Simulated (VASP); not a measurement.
# Be2Cd2S (I4/mmm) in VASP: a series of runs, part 2 of 2

VASP 6.6.1. The steps go on from the part before.

## 3. Single point, PBE

This run uses another cell than the first one, of 18.60 Å³/atom, 1.052 times its volume.

The input, INCAR:

```
PREC     = Accurate       # precision mode
ENCUT    = 520            # plane-wave cutoff, eV
EDIFF    = 1E-6           # SCF threshold, eV
ISMEAR   = 0              # smearing method
SIGMA    = 0.1            # smearing width, eV
LREAL    = False          # projectors in reciprocal space
LASPH    = True           # aspherical terms in the spheres
NELM     = 80             # most SCF steps
ALGO     = Normal         # electronic algorithm
ISIF     = 2              # what is computed and relaxed
LWAVE    = False          # write WAVECAR
LCHARG   = False          # write CHGCAR
GGA      = PE             # functional
NBANDS   = 25             # bands
```

The input, KPOINTS:

```
Automatic mesh
0
Gamma
  4 4 4
```

The input, POSCAR:

```
Be2Cd2S
1.0
   -2.8036864868      2.8036864868      2.9584609517
    2.8036864868     -2.8036864868      2.9584609517
    2.8036864868      2.8036864868     -2.9584609517
Be Cd S
2 2 1
Direct
    0.6716695995      0.6716695995      0.0000000000
    0.3283304005      0.3283304005      0.0000000000
    0.5000000000      0.0000000000      0.5000000000
    0.0000000000      0.5000000000      0.5000000000
    0.0000000000      0.0000000000      0.0000000000
```

Potentials or basis: VASP PAW PBE potentials, release 64 (Be, Cd, S).

Run with:

```
> cat potpaw_PBE.64/Be/POTCAR potpaw_PBE.64/Cd/POTCAR potpaw_PBE.64/S/POTCAR > POTCAR
> mpirun -np 1 vasp_std > vasp.out
```

OUTCAR:

```text
PREC = Accurate
   ENCUT = 520
   EDIFF = 1E-6
   ISMEAR = 0
   LREAL = False
   LASPH = True
   NELM = 80
   ISIF = 2
   GGA = PE

 ion  position               nearest neighbor table
   1  0.672  0.672  0.000-   5 1.94   2 2.03   4 2.98   3 2.98   3 2.98   4 2.98
   2  0.328  0.328  0.000-   5 1.94   1 2.03   4 2.98   3 2.98   3 2.98   4 2.98
   3  0.500  0.000  0.500-   5 2.80   5 2.80   4 2.96   4 2.96   1 2.98   2 2.98   1 2.98   2 2.98

   4  0.000  0.500  0.500-   5 2.80   5 2.80   3 2.96   3 2.96   1 2.98   1 2.98   2 2.98   2 2.98

   5  0.000  0.000  0.000-   1 1.94   2 1.94   3 2.80   4 2.80   4 2.80   3 2.80

  LATTYP: Found a body centered tetragonal cell.
 ALAT       =     5.6073729736
 C/A-ratio  =     1.0552039130

  Lattice vectors:

 A1 = (  -2.8036864868,   2.8036864868,   2.9584609517)
 A2 = (   2.8036864868,  -2.8036864868,   2.9584609517)
 A3 = (   2.8036864868,   2.8036864868,  -2.9584609517)

Analysis of symmetry for initial positions (statically):
=====================================================================
 Subroutine PRICEL returns:
 Original cell was already a primitive cell.

 Routine SETGRP: Setting up the symmetry group for a
 body centered tetragonal supercell.

 Subroutine GETGRP returns: Found 16 space group operations
 (whereof 16 operations were pure point group operations)
 out of a pool of 16 trial point group operations.

The static configuration has the point symmetry D_4h.

Analysis of symmetry for dynamics (positions and initial velocities):
=====================================================================
 Subroutine PRICEL returns:
 Original cell was already a primitive cell.

 Routine SETGRP: Setting up the symmetry group for a
 body centered tetragonal supercell.

 Subroutine GETGRP returns: Found 16 space group operations
[... 115 lines left out ...]
   IMIX   =      4    mixing-type and parameters
     AMIX     =   0.40;   BMIX     =  1.00
     AMIX_MAG =   1.60;   BMIX_MAG =  1.00
  volume/ion in A,a.u.               =      18.60       125.55
  Fermi-wavevector in a.u.,A,eV,Ry     =   1.170504  2.211932 18.641064  1.370080
  Thomas-Fermi vector in A             =   2.306961
   LORBIT       =      0    0 simple, 1 ext, 2 COOP (PROOUT), +10 PAW based schemes
   GGA     = PE    functional components
   LHFCALC =     F    Hartree Fock is set to
   AEXX    =    0.0000 exact exchange contribution
   IVDW    =     0    specifies the selected vdW correction
   LEPSILON=     F    determine dielectric tensor
   LRPA    =     F    only Hartree local field effects (RPA)
 non-spin polarized calculation
 Gauss-broadening in eV      SIGMA  =   0.10
  energy-cutoff  :      520.00
  volume of cell :       93.02
 maximum number of plane-waves:      2520
 NGX is ok and might be reduce to    40
   NGX = 19   NGY = 19   NGZ = 19

 number of electron      34.0000001 magnetization

 Free energy of the ion-electron system (eV)
  ---------------------------------------------------
  ext. energy  EPLUGINS =         0.00000000
  ---------------------------------------------------
  free energy    TOTEN  =       -11.87512157 eV

  energy without entropy =      -11.87090551  energy(sigma->0) =      -11.87301354

 E-fermi :   2.9874     XC(G=0):  -9.8753

 val. band max:        2.9169520413   @ k =  -0.2500   0.2500   0.2500
 cond. band min:       3.1936993848   @ k =  -0.2500   0.2500   0.0000
 fundamental gap:      0.2767473435
 Fermi energy:         2.9873937935

 k-point     1 :       0.0000    0.0000    0.0000
  band No.  band energies     occupation
      1     -11.1023      2.00000
      2      -5.9859      2.00000
      3      -5.6665      2.00000
      4      -5.6665      2.00000
      5      -5.4528      2.00000
      6      -5.3667      2.00000
[... 353 lines left out ...]
     24      11.2988      0.00000
     25      11.7588      0.00000

------------------------ aborting loop because EDIFF is reached ----------------------------------------

  FORCE on cell =-STRESS in cart. coord.  units (eV):
  Direction    XX          YY          ZZ          XY          YZ          ZX
  --------------------------------------------------------------------------------------
  -------------------------------------------------------------------------------------
  Total        0.0842913      0.0842913     -0.0519105      0.0000000      0.0000000      0.0000000
  in kB        1.4518054      1.4518054     -0.8940899      0.0000000      0.0000000      0.0000000
  external PRESSURE =       0.6698403 kB  Pullay stress =       0.0000000 kB

 VOLUME and BASIS-vectors are now :
 -----------------------------------------------------------------------------
  energy-cutoff  :      520.00
  volume of cell :       93.02
      direct lattice vectors                 reciprocal lattice vectors
    -2.803686487  2.803686487  2.958460952     0.000000000  0.178336630  0.169006794
     2.803686487 -2.803686487  2.958460952     0.178336630  0.000000000  0.169006794
     2.803686487  2.803686487 -2.958460952     0.178336630  0.178336630  0.000000000

 POSITION                                       TOTAL-FORCE (eV/Angst)
 -----------------------------------------------------------------------------------
      0.00000      0.00000      3.97422        -0.000000     -0.000000     -0.022708
      0.00000      0.00000      1.94271         0.000000      0.000000      0.022708
      0.00000      2.80369      0.00000        -0.000000     -0.000000     -0.000000
      2.80369      0.00000      0.00000        -0.000000     -0.000000     -0.000000
      0.00000      0.00000      0.00000        -0.000000     -0.000000     -0.000000
 -----------------------------------------------------------------------------------
    total drift:                               -0.000000     -0.000000      0.000000

  FREE ENERGIE OF THE ION-ELECTRON SYSTEM (eV)
  ---------------------------------------------------
  free  energy   TOTEN  =       -11.8751215701 eV

  energy  without entropy=      -11.8709055149  energy(sigma->0) =      -11.87301354
```

OSZICAR:

```text
N       E                     dE             d eps       ncg     rms          rms(c)
DAV:   1     0.205091269223E+03    0.20509E+03   -0.16261E+04   650   0.125E+03
DAV:   2    -0.344699051249E+01   -0.20854E+03   -0.19754E+03   695   0.307E+02
DAV:   3    -0.129132713520E+02   -0.94663E+01   -0.93203E+01   809   0.653E+01
DAV:   4    -0.130034453820E+02   -0.90174E-01   -0.90066E-01   766   0.597E+00
DAV:   5    -0.130042106150E+02   -0.76523E-03   -0.76516E-03   809   0.623E-01    0.869E+00
DAV:   6    -0.119206668395E+02    0.10835E+01   -0.17408E+00   759   0.148E+01    0.699E+00
DAV:   7    -0.118741188161E+02    0.46548E-01   -0.72698E-01   775   0.421E+00    0.332E+00
DAV:   8    -0.118751600184E+02   -0.10412E-02   -0.49710E-02   785   0.207E+00    0.535E-01
DAV:   9    -0.118749258247E+02    0.23419E-03   -0.43961E-03   744   0.642E-01    0.190E-01
DAV:  10    -0.118750885196E+02   -0.16269E-03   -0.75030E-04   770   0.172E-01    0.828E-02
DAV:  11    -0.118751204677E+02   -0.31948E-04   -0.78224E-05   748   0.643E-02    0.324E-02
DAV:  12    -0.118751223749E+02   -0.19072E-05   -0.13118E-05   759   0.215E-02    0.759E-03
DAV:  13    -0.118751215701E+02    0.80484E-06   -0.16125E-06   604   0.681E-03
   1 F= -.11875122E+02 E0= -.11873014E+02  d E =-.421606E-02
```

stdout:

```text
POSCAR found type information on POSCAR BeCdS
 POSCAR found :  3 types and       5 ions
 scaLAPACK will be used
 LDA part: xc-table for (Slater+PW92), standard interpolation
 POSCAR, INCAR and KPOINTS ok, starting setup
 FFT: planning ... GRIDC
 FFT: planning ... GRID_SOFT
 FFT: planning ... GRID
 WAVECAR not read
 entering main loop
```

Wall time 14 s (1 thread of Intel Xeon 6975P-C (Granite Rapids), shared host); peak memory 0.24 GiB.

What came out:

```
Free energy            : -11.8751 eV
Pressure               : 0.1 GPa
Largest force          : 0.023 eV/Å
Band gap on the k mesh : zero (band 17 reaches 3.72 eV, above the bottom of band 18 at 2.83 eV)
```

Forces on the atoms (eV/Å):
```
Be   0.000  0.000 -0.023
Be   0.000  0.000  0.023
Cd   0.000  0.000  0.000
Cd   0.000  0.000  0.000
S    0.000  0.000  0.000
```

Stress tensor (GPa, compression positive):
```
 0.15  0.00  0.00
 0.00  0.15  0.00
 0.00  0.00 -0.09
```

Levels at points of the mesh, in eV from the Fermi level:
```tsv
k point	band 13	band 14	band 15	band 16	band 17	band 18	band 19	band 20	band 21	band 22
(0.00, 0.00, 0.00)	-5.28	-3.84	-3.84	0.60	0.60	0.75	1.55	1.87	2.18	2.18
(0.50, 0.00, 0.00)	-4.83	-4.03	-3.39	-2.16	-0.59	1.09	2.50	3.32	4.94	5.10
(0.50, 0.50, 0.00)	-5.62	-4.01	-3.33	-0.92	0.46	0.53	2.93	4.01	4.36	4.49
(0.50, 0.50, 0.50)	-4.94	-4.94	-3.41	-2.90	0.73	1.02	1.02	2.84	4.25	4.25
```

Caveat: the k points lie up to 0.40 Å⁻¹ apart.

## 4. Relaxation of cell and atoms, PBE

The input, INCAR:

```
SYSTEM = Be2Cd2S
  PREC = Accurate
  ENCUT = 600
  EDIFF = 1E-7
  ISMEAR = 0
  SIGMA = 0.1
  LREAL = .False.
  LASPH = .True.
  NELM = 80
  ALGO = Normal
  ISIF = 3
  LWAVE = .False.
  LCHARG = .False.
  GGA = PE
  IBRION = 2
  NSW = 90
  EDIFFG = -0.04
```

The input, KPOINTS:

```
regular mesh
0
Gamma
  4 4 4
  0 0 0
```

The input, POSCAR:

```
Be2Cd2S
1.0
   -2.6483936600      2.6483936600      3.1530879300
    2.6483936600     -2.6483936600      3.1530879300
    2.6483936600      2.6483936600     -3.1530879300
Be Cd S
2 2 1
Direct
    0.6760047600      0.6760047600      0.0000000000
    0.3239952400      0.3239952400      0.0000000000
    0.5000000000      0.0000000000      0.5000000000
    0.0000000000      0.5000000000      0.5000000000
    0.0000000000      0.0000000000      0.0000000000
```

Run with:

```
> cat potpaw_PBE.64/Be/POTCAR potpaw_PBE.64/Cd/POTCAR potpaw_PBE.64/S/POTCAR > POTCAR
> mpirun -np 1 vasp_std > vasp.out
```

Run time: 61 s. Hardware: 1 thread of Intel Xeon 6975P-C (Granite Rapids), shared host; peak memory 0.26 GiB.

Results (log left out):

| Item | Value |
| --- | --- |
| Free energy | -11.8734 eV |
| Relaxed volume | 18.62 Å³/atom |
| Relaxed cell | a = 4.948 Å, b = 4.948 Å, c = 4.948 Å, α = 110.92°, β = 110.92°, γ = 106.62° |
| Space group after relaxing (to 0.05 Å) | I4/mmm (No. 139) |
| Energy gained by relaxing | 87.0 meV/atom |
| Ionic steps | 6 |
| Pressure after relaxing | 0.0 GPa |
| Largest force after relaxing | 0.025 eV/Å |
| Band gap on the k mesh | zero (band 17 reaches 3.71 eV, above the bottom of band 18 at 2.82 eV) |

Forces on the atoms (eV/Å):
```
Be   0.000  0.000  0.025
Be   0.000  0.000 -0.025
Cd   0.000  0.000  0.000
Cd   0.000  0.000  0.000
S    0.000  0.000  0.000
```

The path:
```tsv
step	energy change (eV)	largest force (eV/Å)	pressure (GPa)	volume (Å³)
1	0.0000	0.2409	0.64	88.46
2	-0.3933	0.3657	1.99	89.10
3	-0.4008	0.4039	2.46	89.15
4	-0.4333	0.1702	-0.08	92.95
5	-0.4336	0.1212	0.13	92.60
6	-0.4352	0.0246	0.03	93.10
```

Final structure:
```cif
data_structure
_symmetry_space_group_name_H-M 'P 1'
_symmetry_Int_Tables_number 1
_cell_length_a 4.9483
_cell_length_b 4.9483
_cell_length_c 4.9483
_cell_angle_alpha 110.916
_cell_angle_beta 110.916
_cell_angle_gamma 106.619
_cell_volume 93.10
loop_
_atom_site_label
_atom_site_type_symbol
_atom_site_fract_x
_atom_site_fract_y
_atom_site_fract_z
_atom_site_occupancy
Be1 Be 0.67129 0.67129 0.00000 1
Be2 Be 0.32871 0.32871 0.00000 1
Cd1 Cd 0.50000 0.00000 0.50000 1
Cd2 Cd 0.00000 0.50000 0.50000 1
S1 S 0.00000 0.00000 0.00000 1
```

Levels at points of the mesh, in eV from the Fermi level:
```csv
k point,band 15,band 16,band 17,band 18,band 19,band 20
"(0.00, 0.00, 0.00)",-3.84,0.59,0.59,0.73,1.54,1.87
"(0.50, 0.00, 0.00)",-3.40,-2.17,-0.60,1.08,2.50,3.30
"(0.50, 0.50, 0.00)",-3.32,-0.92,0.45,0.52,2.92,4.00
"(0.50, 0.50, 0.50)",-3.41,-2.91,0.73,1.01,1.01,2.82
```

Caveat: the k points lie up to 0.40 Å⁻¹ apart in the final cell.

## 5. Summary

| task | cell | cutoff (eV) | gap on the mesh (eV) | pressure (GPa) | largest force (eV/Å) |
| --- | --- | --- | --- | --- | --- |
| single point | a = 4.896 Å, angles 114.5, 114.5, 99.8°, 5 atoms | 520 | none | 0.7 | 0.24 |
| single point | a = 4.947 Å, angles 111.0, 111.0, 106.5°, 5 atoms | 520 | none | 0.1 | 0.02 |
| relaxation of cell and atoms | relaxed from a = 4.896 Å, angles 114.5, 114.5, 99.8°, 5 atoms | 600 | none | 0.0 | 0.02 |

Alike in all rows: level PBE; potentials or basis VASP PAW PBE potentials, release 64 (Be, Cd, S); no spin polarisation; k mesh 4 × 4 × 4; smearing gaussian 0.1 eV.

Caveats: all runs use coarse meshes.

Absolute energies hang on the potentials; compare differences alone.
